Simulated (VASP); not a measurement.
# Ti3Se (P-6m2) in VASP: a series of runs

Ti3Se is run at these levels: PBEsol; tasks: single point.

All numbers are computed with VASP 6.6.1; they aren't measurements. Logs are shortened: lines on timing, memory, paths and dates and some standing lists are left out, and cuts for length are marked.

## Step 1: The cell of the first run

Symmetry: P-6m2, No. 187, hexagonal system. Conventional cell: a = 3.197 Å, b = 3.197 Å, c = 7.943 Å, α = 90.00°, β = 90.00°, γ = 120.00°. Within 3.4 Å of Ti (site symmetry 3m) lie 3 Se at 2.58 Å and 9 Ti at 2.85 to 3.20 Å. Ti (site symmetry -6m2) has 12 Ti at 2.85 to 3.20 Å within 3.8 Å. Within 3.4 Å of Se (site symmetry -6m2) lie 6 Ti at 2.58 Å and 6 Se at 3.20 Å.

## Step 2: Single point, PBEsol

Input file INCAR:

```
SYSTEM = Ti3Se
PREC = Accurate ; ENCUT = 500
EDIFF = 1E-6 ; ISMEAR = -1
SIGMA = 0.1 ; LREAL = .FALSE.
LASPH = .TRUE. ; NELM = 120
ALGO = Normal ; ISIF = 2
LWAVE = .FALSE. ; LCHARG = .FALSE.
GGA = PS ; NBANDS = 29
GGA_COMPAT = .FALSE.
```

Input file KPOINTS:

```
Automatic mesh
0
G
  5 5 2
  0 0 0
```

Input file POSCAR:

```
Ti3Se
1.0
    3.1974460000      0.0000000000      0.0000000000
   -1.5987230000      2.7690694632      0.0000000000
    0.0000000000      0.0000000000      7.9427450000
Ti Se
3 1
Direct
    0.3333333333      0.6666666667      0.2270980000
    0.3333333333      0.6666666667      0.7729020000
    0.6666666667      0.3333333333      0.5000000000
    0.0000000000      0.0000000000      0.0000000000
```

Potentials or basis: VASP PAW PBE potentials, release 64 (Ti_sv, Se).

Launch:

```console
$ cat potpaw_PBE.64/Ti_sv/POTCAR potpaw_PBE.64/Se/POTCAR > POTCAR
$ mpirun -np 1 vasp_std > vasp.out
```

OUTCAR:

```text
SYSTEM = Ti3Se
   PREC = Accurate
   ENCUT = 500
   EDIFF = 1E-6
   ISMEAR = -1
   LREAL = .FALSE.
   LASPH = .TRUE.
   NELM = 120
   ISIF = 2
   GGA = PS

 ion  position               nearest neighbor table
   1  0.333  0.667  0.227-   4 2.58   4 2.58   4 2.58   3 2.85   3 2.85   3 2.85
   2  0.333  0.667  0.773-   4 2.58   4 2.58   4 2.58   3 2.85   3 2.85   3 2.85
   3  0.667  0.333  0.500-   1 2.85   2 2.85   1 2.85   2 2.85   1 2.85   2 2.85
   4  0.000  0.000  0.000-   1 2.58   2 2.58   1 2.58   2 2.58   1 2.58   2 2.58

  LATTYP: Found a hexagonal cell.
 ALAT       =     3.1974460000
 C/A-ratio  =     2.4840904272

  Lattice vectors:

 A1 = (   3.1974460000,   0.0000000000,   0.0000000000)
 A2 = (  -1.5987230000,   2.7690694632,   0.0000000000)
 A3 = (   0.0000000000,   0.0000000000,   7.9427450000)

Analysis of symmetry for initial positions (statically):
=====================================================================
 Subroutine PRICEL returns:
 Original cell was already a primitive cell.

 Routine SETGRP: Setting up the symmetry group for a
 hexagonal supercell.

 Subroutine GETGRP returns: Found 12 space group operations
 (whereof 12 operations were pure point group operations)
 out of a pool of 24 trial point group operations.

The static configuration has the point symmetry D_3h.

Analysis of symmetry for dynamics (positions and initial velocities):
=====================================================================
 Subroutine PRICEL returns:
 Original cell was already a primitive cell.

 Routine SETGRP: Setting up the symmetry group for a
 hexagonal supercell.

 Subroutine GETGRP returns: Found 12 space group operations
 (whereof 12 operations were pure point group operations)
 out of a pool of 24 trial point group operations.

The dynamic configuration has the point symmetry D_3h.

 Subroutine INISYM returns: Found 12 space group operations
 (whereof 12 operations are pure point group operations),
 and found     1 'primitive' translations

----------------------------------------------------------------------------------------

                                     Primitive cell

  volume of cell :      70.3247

  direct lattice vectors                    reciprocal lattice vectors
     3.197446000  0.000000000  0.000000000     0.312749613  0.180566073  0.000000000
    -1.598723000  2.769069463  0.000000000     0.000000000  0.361132147  0.000000000
     0.000000000  0.000000000  7.942745000     0.000000000  0.000000000  0.125901058

  length of vectors
     3.197446000  3.197446000  7.942745000     0.361132147  0.361132147  0.125901058

  position of ions in fractional coordinates (direct lattice)
     0.333333333  0.666666667  0.227098000
     0.333333333  0.666666667  0.772902000
     0.666666667  0.333333333  0.500000000
     0.000000000  0.000000000  0.000000000

  ion indices of the primitive-cell ions
   primitive index   ion index
                 1           1
                 2           2
                 3           3
                 4           4

----------------------------------------------------------------------------------------

 KPOINTS: Automatic mesh

Automatic generation of k-mesh.
 Grid dimensions read from file:
 generate k-points for:    5    5    2

 Generating k-lattice:

  Cartesian coordinates                     Fractional coordinates (reciprocal lattice)
     0.062549923  0.036113215  0.000000000     0.200000000  0.000000000  0.000000000
     0.000000000  0.072226429  0.000000000     0.000000000  0.200000000  0.000000000
     0.000000000  0.000000000  0.062950529     0.000000000  0.000000000  0.500000000

  Length of vectors
     0.072226429  0.072226429  0.062950529

  Shift w.r.t. Gamma in fractional coordinates (k-lattice)
     0.000000000  0.000000000  0.000000000

 Subroutine IBZKPT returns following result:
 ===========================================

 Found     10 irreducible k-points:

 Following reciprocal coordinates:
            Coordinates               Weight
  0.000000  0.000000  0.000000      1.000000
  0.200000  0.000000  0.000000      6.000000
  0.400000  0.000000  0.000000      6.000000
  0.200000  0.200000  0.000000      6.000000
  0.400000  0.200000  0.000000      6.000000
  0.000000  0.000000  0.500000      1.000000
  0.200000  0.000000  0.500000      6.000000
  0.400000  0.000000  0.500000      6.000000
  0.200000  0.200000  0.500000      6.000000
  0.400000  0.200000  0.500000      6.000000
   k-points           NKPTS =     10   k-points in BZ     NKDIM =     10   number of bands    NBANDS=     29
   number of dos      NEDOS =    301   number of ions     NIONS =      4
   total plane-waves  NPLWV =  34560
   dimension x,y,z NGX =    24 NGY =   24 NGZ =   60
   dimension x,y,z NGXF=    48 NGYF=   48 NGZF=  120
   ions per type =               3   1
   NGX,Y,Z   is equivalent  to a cutoff of  12.48, 12.48, 12.56 a.u.
   NGXF,Y,Z  is equivalent  to a cutoff of  24.96, 24.96, 25.12 a.u.
 SYSTEM =  Ti3Se
   PREC   = accura    normal or accurate (medium, high low for compatibility)
   ISTART =      0    job   : 0-new  1-cont  2-samecut
   ICHARG =      2    charge: 1-file 2-atom 10-const
   ISPIN  =      1    spin polarized calculation?
   LNONCOLLINEAR =      F non collinear calculations
   LSORBIT =      F    spin-orbit coupling
   LASPH  =      T    aspherical Exc in radial PAW
   ENCUT  =  500.0 eV  36.75 Ry    6.06 a.u.   5.83  5.83 14.48*2*pi/ulx,y,z
   NELM   =    120;   NELMIN=  2; NELMDL= -5     # of ELM steps
   EDIFF  = 0.1E-05   stopping-criterion for ELM
   LREAL  =      F    real-space projection
   EDIFFG = 0.1E-04   stopping-criterion for IOM
   NSW    =      0    number of steps for IOM
   IBRION =     -1    ionic relax: 0-MD 1-quasi-New 2-CG
   NFREE  =      0    steps in history (QN), initial steepest desc. (CG)
   ISIF   =      2    stress and relaxation
   ISYM   =      2    0-nonsym 1-usesym 2-fastsym
   POTIM  = 0.5000    time-step for ionic-motion
   TEBEG  =    0.0;   TEEND  =   0.0 temperature during run
   PSTRESS=    0.0 pullay stress
   NELECT =      42.0000    total number of electrons
   NUPDOWN=      -1.0000    fix difference up-down
   EMIN   =  10.00;   EMAX   =-10.00  energy-range for DOS
   EFERMI =   0.00;   METHOD = LEGACY
   ISMEAR =    -1;   SIGMA  =   0.10  broadening in eV -4-tet -1-fermi 0-gaus
   EFERMI_NEDOS =   21; number of points for ismear=-14 and -15
   IALGO  =     38    algorithm
   IMIX   =      4    mixing-type and parameters
     AMIX     =   0.40;   BMIX     =  1.00
     AMIX_MAG =   1.60;   BMIX_MAG =  1.00
  volume/ion in A,a.u.               =      17.58       118.64
  Fermi-wavevector in a.u.,A,eV,Ry     =   1.378654  2.605279 25.860424  1.900688
  Thomas-Fermi vector in A             =   2.503696
   LORBIT       =      0    0 simple, 1 ext, 2 COOP (PROOUT), +10 PAW based schemes
   GGA     = PS    functional components
   LHFCALC =     F    Hartree Fock is set to
   AEXX    =    0.0000 exact exchange contribution
   IVDW    =     0    specifies the selected vdW correction
   LEPSILON=     F    determine dielectric tensor
   LRPA    =     F    only Hartree local field effects (RPA)
 non-spin polarized calculation
  energy-cutoff  :      500.00
  volume of cell :       70.32
 maximum number of plane-waves:      1811
 NGX is ok and might be reduce to    24
   NGX = 11   NGY = 11   NGZ = 29

 number of electron      42.0000000 magnetization

 Free energy of the ion-electron system (eV)
  ---------------------------------------------------
  ext. energy  EPLUGINS =         0.00000000
  ---------------------------------------------------
  free energy    TOTEN  =       -30.93445846 eV

  energy without entropy =      -30.82389797  energy(sigma->0) =      -30.87917822

 E-fermi :   7.8926     XC(G=0): -11.4804

 val. band max:        7.8258406371   @ k =   0.4000   0.2000   0.0000
 cond. band min:       8.0555814357   @ k =   0.4000   0.2000   0.5000
 fundamental gap:      0.2297407985
 Fermi energy:         7.8926437126

 k-point     1 :       0.0000    0.0000    0.0000
  band No.  band energies     occupation
      1     -48.8622      2.00000
      2     -48.8409      2.00000
      3     -48.6931      2.00000
      4     -25.4460      2.00000
      5     -25.3507      2.00000
      6     -25.0655      2.00000
[... 21 lines left out ...]
     28       9.6109      0.00000
     29       9.6109      0.00000

 k-point     2 :       0.2000    0.0000    0.0000
  band No.  band energies     occupation
      1     -48.8476      2.00000
      2     -48.8317      2.00000
      3     -48.6899      2.00000
      4     -25.4077      2.00000
      5     -25.3617      2.00000
      6     -25.1456      2.00000
[... 21 lines left out ...]
     28       9.6272      0.00000
     29       9.7147      0.00000

 k-point     3 :       0.4000    0.0000    0.0000
  band No.  band energies     occupation
      1     -48.8229      2.00000
      2     -48.8168      2.00000
      3     -48.6857      2.00000
      4     -25.3956      2.00000
      5     -25.3559      2.00000
      6     -25.2618      2.00000
[... 21 lines left out ...]
     28      10.3207      0.00000
     29      10.4853      0.00000

 k-point     4 :       0.2000    0.2000    0.0000
  band No.  band energies     occupation
      1     -48.8278      2.00000
      2     -48.8197      2.00000
      3     -48.6864      2.00000
      4     -25.3807      2.00000
      5     -25.3548      2.00000
      6     -25.2334      2.00000
[... 149 lines left out ...]
     28      10.4024      0.00000
     29      10.4971      0.00000

 k-point     9 :       0.2000    0.2000    0.5000
  band No.  band energies     occupation
      1     -48.8261      2.00000
      2     -48.8215      2.00000
      3     -48.6863      2.00000
      4     -25.3753      2.00000
      5     -25.3538      2.00000
      6     -25.2492      2.00000
[... 21 lines left out ...]
     28      10.1055      0.00000
     29      10.6970      0.00000

 k-point    10 :       0.4000    0.2000    0.5000
  band No.  band energies     occupation
      1     -48.8140      2.00000
      2     -48.8133      2.00000
      3     -48.6846      2.00000
      4     -25.3714      2.00000
      5     -25.3359      2.00000
      6     -25.2872      2.00000
[... 21 lines left out ...]
     28      10.6499      0.00000
     29      10.6826      0.00000

------------------------ aborting loop because EDIFF is reached ----------------------------------------

  FORCE on cell =-STRESS in cart. coord.  units (eV):
  Direction    XX          YY          ZZ          XY          YZ          ZX
  --------------------------------------------------------------------------------------
  -------------------------------------------------------------------------------------
  Total       -1.6413871     -1.6413871     -2.2891404      0.0000000     -0.0000000      0.0000000
  in kB      -37.3950322    -37.3950322    -52.1525227      0.0000000     -0.0000000      0.0000000
  external PRESSURE =     -42.3141957 kB  Pullay stress =       0.0000000 kB

 VOLUME and BASIS-vectors are now :
 -----------------------------------------------------------------------------
  energy-cutoff  :      500.00
  volume of cell :       70.32
      direct lattice vectors                 reciprocal lattice vectors
     3.197446000  0.000000000  0.000000000     0.312749613  0.180566073  0.000000000
    -1.598723000  2.769069463  0.000000000     0.000000000  0.361132147  0.000000000
     0.000000000  0.000000000  7.942745000     0.000000000  0.000000000  0.125901058

 POSITION                                       TOTAL-FORCE (eV/Angst)
 -----------------------------------------------------------------------------------
     -0.00000      1.84605      1.80378         0.000000      0.000000     -0.093265
     -0.00000      1.84605      6.13896         0.000000      0.000000      0.093265
      1.59872      0.92302      3.97137        -0.000000      0.000000      0.000000
      0.00000      0.00000      0.00000        -0.000000      0.000000      0.000000
 -----------------------------------------------------------------------------------
    total drift:                                0.000000     -0.000000     -0.000000

  FREE ENERGIE OF THE ION-ELECTRON SYSTEM (eV)
  ---------------------------------------------------
  free  energy   TOTEN  =       -30.9344584599 eV

  energy  without entropy=      -30.8238979730  energy(sigma->0) =      -30.87917822
```

Wall time 65 s (1 thread of AMD EPYC, shared host); peak memory 0.14 GiB.

What came out:

```yaml
Free_energy: -30.9345 eV
Pressure: -4.2 GPa
Largest_force: 0.093 eV/Å
Band_gap_on_the_k_mesh: zero (bands 21 and 22 overlap by 0.50 eV)
```

Forces on the atoms (eV/Å):
```
Ti   0.000  0.000 -0.093
Ti   0.000  0.000  0.093
Ti   0.000  0.000  0.000
Se   0.000  0.000  0.000
```

Stress tensor (GPa, compression positive):
```
-3.74  0.00  0.00
 0.00 -3.74  0.00
 0.00  0.00 -5.22
```

Caveat: the k points lie up to 0.45 Å⁻¹ apart, too coarse for converged energies and pressures of a metal; the PAW data sets were made with another functional, which shifts forces and pressure a little.

(Part 1 of 2 ends here.)
